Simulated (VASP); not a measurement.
Runs of VASP 6.6.1 on SrHf. The structure is that of space group Pm-3m (No. 221), or close to it. The cells are those of the table. 

```tsv
task	cell	k mesh	cutoff (eV)	gap on the mesh (eV)	pressure (GPa)	relaxed volume (Å³/atom)
single point	a = 3.997 Å, 2 atoms	14 × 14 × 14	520	none	0.0	-
relaxation of cell and atoms	relaxed from a = 3.988 Å, 2 atoms	14 × 14 × 14	600	none	0.0	31.95
single point	a = 3.988 Å, 2 atoms	4 × 4 × 4	520	none	0.2	-
single point	a = 3.769 Å, 2 atoms	6 × 6 × 6	520	none	7.6	-
relaxation of cell and atoms	relaxed from a = 3.769 Å, 2 atoms	4 × 4 × 4	600	none	0.0	(a)
```

Alike in all rows: level PBE; potentials or basis VASP PAW PBE potentials, release 64 (Sr_sv, Hf_pv); no spin polarisation; smearing gaussian 0.1 eV.

Question: Fill in the values left out.

Answer: (a) 31.84.

Caveats: some runs use coarse meshes; spin-orbit coupling is left out, which moves the levels of the heavy elements; the cell stands under pressure (at least some runs); the volume moved by over 15 % at a fixed basis, so the end points are rough (at least some runs).

A k mesh can miss the band edges, and the runs leave out spin-orbit coupling on Hf, Sr.

A gap of «none» marks levels without a gap at the run's occupations.
